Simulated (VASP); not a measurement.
**AlN: single point with PBEsol**

AlN:

```xyz
2
Lattice="0.0000 2.0226 2.0226 2.0226 0.0000 2.0226 2.0226 2.0226 0.0000" Properties=species:S:1:pos:R:3 pbc="T T T"
Al    0.0000    0.0000    0.0000
N     2.0226    2.0226    2.0226
```

```json
{
 "Program": "VASP 6.6.1",
 "Task": "single point",
 "Functional": "PBEsol",
 "Potentials or basis": "VASP PAW PBE potentials, release 64 (Al, N)",
 "Cutoff": "600 eV",
 "k mesh": "10 × 10 × 10",
 "Occupations": "gaussian, width 0.02 eV",
 "Spin": "no spin polarisation",
 "Dipole correction": "no",
 "Further INCAR settings": "ALGO = Normal; EDIFF = 1e-06; NBANDS = 11"
}
```

| Item | Value |
| --- | --- |
| Pressure | -0.3 GPa |
| Band gap on the k mesh | 4.54 eV, indirect (least direct gap 5.65 eV) |

Levels at points of the mesh, in eV from the valence-band top:
```tsv
k point	band 1	band 2	band 3	band 4	band 5	band 6	band 7	band 8	band 9
(0.00, 0.00, 0.00)	-17.54	0.00	0.00	0.00	5.65	12.02	12.02	12.02	17.10
(0.50, 0.00, 0.00)	-14.24	-8.36	-1.09	-1.09	6.03	10.89	10.89	13.24	15.94
(0.50, 0.50, 0.00)	-13.25	-7.44	-2.82	-2.82	4.54	5.14	13.95	17.14	17.14
```

Wall time 5.9 s on 1 thread of AMD EPYC 9R45 96-Core Processor (Zen 5) (shared host), peak memory 0.11 GiB.

Caveat: the PAW data sets were made with another functional, which shifts forces and pressure a little. As with any semilocal functional, this PBEsol gap is likely too small.
